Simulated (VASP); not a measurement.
Crystal: Te2Mo.

```
Te Mo
1.0
     3.54213    0.00000    0.00000
    -1.77107    3.06758    0.00000
     0.00000    0.00000   14.17627
Te Mo
4 2
Cartesian
  0.0000 2.0451 1.7493
  1.7711 1.0225 8.8378
  1.7711 1.0225 12.4269
  0.0000 2.0451 5.3384
  0.0000 2.0451 10.6324
  1.7711 1.0225 3.5439
```

Base run:

| Quantity | Value |
| --- | --- |
| Program | VASP 6.6.1 |
| Functional | r2SCAN |
| Potentials or basis | VASP PAW PBE potentials, release 64 (Te, Mo_sv) |
| Cutoff | 520 eV |
| k mesh | 12 × 12 × 2 |
| Occupations | gaussian, width 0.01 eV |
| Spin | no spin polarisation |

Its results: band gap on the k mesh 0.93 eV (least direct gap 1.09 eV); pressure 1.3 GPa; largest force 0.008 eV/Å.

Problem. The run is repeated on the same cell with these changes: functional from r2SCAN to PBE. What comes out?

Solution. Band gap on the k mesh 0.82 eV (least direct gap 1.00 eV); pressure 1.9 GPa; largest force 0.213 eV/Å.

Caveats: spin-orbit coupling is left out, which moves the levels of the heavy elements; the PAW data sets were made with another functional, which shifts forces and pressure a little (at least some runs).

A k mesh can miss the band edges.
